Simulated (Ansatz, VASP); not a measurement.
## Two plane-wave programs on ZrB2

The input POSCAR:

```
ZrB2
1.0
    3.1700000000      0.0000000000      0.0000000000
   -1.5850000000      2.7453000000      0.0000000000
    0.0000000000      0.0000000000      3.5330000000
Zr B
1 2
Direct
    0.0000000000      0.0000000000      0.0000000000
    0.3333333333      0.6666666667      0.5000000000
    0.6666666667      0.3333333333      0.5000000000
```

The input INCAR.step1:

```
SYSTEM = ZrB2
PREC = Accurate
ENCUT = 520
ISMEAR = -1
SIGMA = 0.15
LREAL = .FALSE.
LASPH = .TRUE.
NELM = 100
NBANDS = 16
GGA = PE
ALGO = Normal
EDIFF = 1E-4
LWAVE = .TRUE.
LCHARG = .FALSE.
```

The input INCAR.step2:

```
SYSTEM = ZrB2
PREC = Accurate
ENCUT = 520
EDIFF = 1E-6
ISMEAR = -1
SIGMA = 0.15
LREAL = .FALSE.
LASPH = .TRUE.
NELM = 100
ALGO = Normal
ISIF = 2
LWAVE = .FALSE.
LCHARG = .TRUE.
METAGGA = R2SCAN
LMIXTAU = .TRUE.
IVDW = 12
VDW_S6 = 1.0
VDW_S8 = 0.78981345
VDW_A1 = 0.49484001
VDW_A2 = 5.73083694
LELF = .TRUE.
LVHAR = .TRUE.
NBANDS = 16
ISTART = 1
```

Contents of KPOINTS:

```
Automatic mesh
0
G
  10 10 8
  0 0 0
```

Input for Ansatz:

```yaml
crystal:
  lattice:
    - [3.17, 0.0, 0.0]
    - [-1.585, 2.7453, 0.0]
    - [0.0, 0.0, 3.533]
  atoms:
    - { symbol: Zr, position: [0.0, 0.0, 0.0] }
    - { symbol: B, position: [0.3333333333333333, 0.6666666666666666, 0.5] }
    - { symbol: B, position: [0.6666666666666666, 0.3333333333333333, 0.5] }
basis:
  ecutwfc: 600.0
kpoints:
  mp_grid:
    grid: [10, 10, 8]
hamiltonian:
  xc: r2scan
  dispersion: d3bj
scf:
  occupations:
    method: fermi_dirac
    width: 0.15
output:
  stress: true
```

Alike in both runs: task single point; functional r2SCAN; dispersion D3(BJ); k mesh 10 × 10 × 8; occupations fermi-dirac, width 0.15 eV; no spin polarisation.

|  | VASP | Ansatz |
| --- | --- | --- |
| version | VASP 6.6.1 | Ansatz 0.2.0 |
| potentials or method | VASP PAW PBE potentials, release 64 (Zr_sv, B), cutoff 520 eV | plane waves, PAW |
| valence electrons in the cell | 18 | 18 |

|  | VASP | Ansatz | Ansatz less VASP |
| --- | --- | --- | --- |
| pressure (GPa) | -2.0 | -2.1 | -0.11 |
| traceless stress, the component that is largest in VASP (GPa) | 1.35 | 1.34 | -0.009 |

VASP's potentials were made for PBE, not for r2SCAN. Ansatz's warnings: dispersion damping borrowed.
